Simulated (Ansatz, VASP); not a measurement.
C: VASP beside Ansatz

POSCAR

```
C
1.0
    0.0000000000      1.8101510000      1.7298980000
    1.8101510000      0.0000000000      1.7298980000
    1.8101510000      1.8101510000      0.0000000000
C
2
Direct
    0.5000000000      0.5000000000      0.5000000000
    0.7500000000      0.7500000000      0.7500000000
```

Contents of INCAR.step1:

```
  ALGO = Normal
  EDIFF = 1E-4
  ENCUT = 520
  GGA = PE
  ISMEAR = 0
  LASPH = T
  LCHARG = F
  LREAL = F
  LWAVE = T
  NBANDS = 11
  NELM = 100
  PREC = Accurate
  SIGMA = 0.05
```

The input INCAR.step2:

```
  ALGO = Normal
  EDIFF = 1E-6
  ENCUT = 520
  ISIF = 2
  ISMEAR = 0
  ISTART = 1
  LASPH = T
  LCHARG = F
  LMIXTAU = T
  LREAL = F
  LWAVE = F
  METAGGA = R2SCAN
  NBANDS = 11
  NELM = 100
  PREC = Accurate
  SIGMA = 0.05
```

The input KPOINTS:

```
k-points
0
Gamma
  12 12 12
```

Input for Ansatz:

```yaml
crystal:
  lattice:
    - [0.0, 1.810151, 1.729898]
    - [1.810151, 0.0, 1.729898]
    - [1.810151, 1.810151, 0.0]
  atoms:
    - { symbol: C, position: [0.5, 0.5, 0.5] }
    - { symbol: C, position: [0.75, 0.75, 0.75] }
basis:
  ecutwfc: 500
kpoints:
  mp_grid: { grid: [12, 12, 12] }
hamiltonian:
  xc: r2scan
scf:
  occupations: { method: gaussian, width: 0.05 }
output:
  forces: true
  stress: true
  eigenvalues: true
```

Change from the starting cell: strain +0.015 along x and y, -0.030 along z, atoms carried along.

Alike in both runs: task single point; functional r2SCAN; k mesh 12 × 12 × 12; occupations gaussian, width 0.05 eV; no spin polarisation.

|  | VASP | Ansatz |
| --- | --- | --- |
| version | VASP 6.6.1 | Ansatz 0.2.0 |
| potentials or method | VASP PAW PBE potentials, release 64 (C), cutoff 520 eV | scalar-relativistic, plane waves, PAW |
| valence electrons in the cell | 8 | 8 |

Ansatz gave:

| Item | Value |
| --- | --- |
| gap on the k mesh at the Fermi level (eV) | 3.19 |
| least direct gap on the mesh (eV) | 5.04 |
| pressure (GPa) | -2.1 |
| traceless stress, the component that is largest in VASP (GPa) | 28.40 |

Task: Which values does VASP return?

Result: gap on the k mesh at the Fermi level (eV): 3.16; least direct gap on the mesh (eV): 5.00; pressure (GPa): -1.0; traceless stress, the component that is largest in VASP (GPa): 28.35.

VASP's potentials were made for PBE, not for r2SCAN.
